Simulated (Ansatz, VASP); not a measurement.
## CuF: VASP beside Ansatz

Contents of POSCAR:

```
CuF
1.0
    2.7897758173      0.0000000000      0.0000000000
   -1.3948879087      2.4160167287      0.0000000000
    0.0000000000      0.0000000000      6.7211226191
Cu F
2 2
Direct
    0.3333333333      0.6666666667      0.0459865616
    0.6666666667      0.3333333333      0.5459865616
    0.3333333333      0.6666666667      0.3290134384
    0.6666666667      0.3333333333      0.8290134384
```

Contents of INCAR.step1:

```
  PREC = Accurate
  ENCUT = 520
  EDIFF = 1E-5
  ISMEAR = -1
  SIGMA = 0.02
  LREAL = False
  LASPH = True
  NELM = 60
  ALGO = Normal
  ISIF = 2
  LWAVE = True
  NBANDS = 26
  GGA = PE
```

Contents of INCAR.step2:

```
  PREC = Accurate
  ENCUT = 520
  EDIFF = 1E-7
  ISMEAR = -1
  SIGMA = 0.02
  LREAL = False
  LASPH = True
  NELM = 60
  ALGO = Normal
  ISIF = 2
  LWAVE = False
  LCHARG = True
  GGA = PE
  LHFCALC = True
  AEXX = 0.2
  HFSCREEN = 0.2078
  PRECFOCK = Normal
  LELF = True
  LVHAR = True
  NBANDS = 26
  ISTART = 1
```

The input KPOINTS:

```
regular mesh
0
Gamma
  6 6 2
```

Input for Ansatz:

```yaml
crystal:
  lattice:
    - [2.7897758173, 0.0, 0.0]
    - [-1.3948879087, 2.4160167287, 0.0]
    - [0.0, 0.0, 6.7211226191]
  atoms:
    - { symbol: Cu, position: [0.3333333333, 0.6666666667, 0.0459865616] }
    - { symbol: Cu, position: [0.6666666667, 0.3333333333, 0.5459865616] }
    - { symbol: F, position: [0.3333333333, 0.6666666667, 0.3290134384] }
    - { symbol: F, position: [0.6666666667, 0.3333333333, 0.8290134384] }
kpoints:
  mp_grid: { grid: [6, 6, 2] }
hamiltonian:
  xc:
    exchange: pbe
    correlation: pbe
    exx: { coeff: 0.2, omega: 0.2078 }
scf:
  occupations: { method: fermi_dirac, width: 0.02 }
  n_extra_bands: 5
output:
  forces: true
  stress: true
  eigenvalues: true
```

Alike in both runs: task single point; functional PBE-based screened hybrid; k mesh 6 × 6 × 2; occupations fermi-dirac, width 0.02 eV; no spin polarisation.

```csv
,VASP,Ansatz
version,VASP 6.6.1,Ansatz 0.2.0
potentials or method,"VASP PAW PBE potentials, release 64 (Cu, F)",plane waves
plane-wave cutoff (eV),520,420
valence electrons in the cell,36,52
```

VASP gave:

```
gap on the k mesh at the Fermi level (eV)                     : 1.29
pressure (GPa)                                                : 4.3
traceless stress, the component that is largest in VASP (GPa) : -1.17
rms of the force components (eV/Å)                            : 0.043
```

Q: Estimate Ansatz's values.

A: gap on the k mesh at the Fermi level (eV): 1.31; pressure (GPa): 4.0; traceless stress, the component that is largest in VASP (GPa): -2.10; rms of the force components (eV/Å): 0.019.

VASP's potentials were made for PBE, not for PBE-based screened hybrid. Atom by atom the forces differ by 0.024 eV/Å (rms over components). VASP's potentials hold 36 valence electrons a cell and Ansatz's 52, so a difference there can come from the potentials and not from the codes. Ansatz's warnings: stress exchange threshold loose, stress scf threshold loose.

The k mesh is coarse, so the values compare programs but aren't converged.
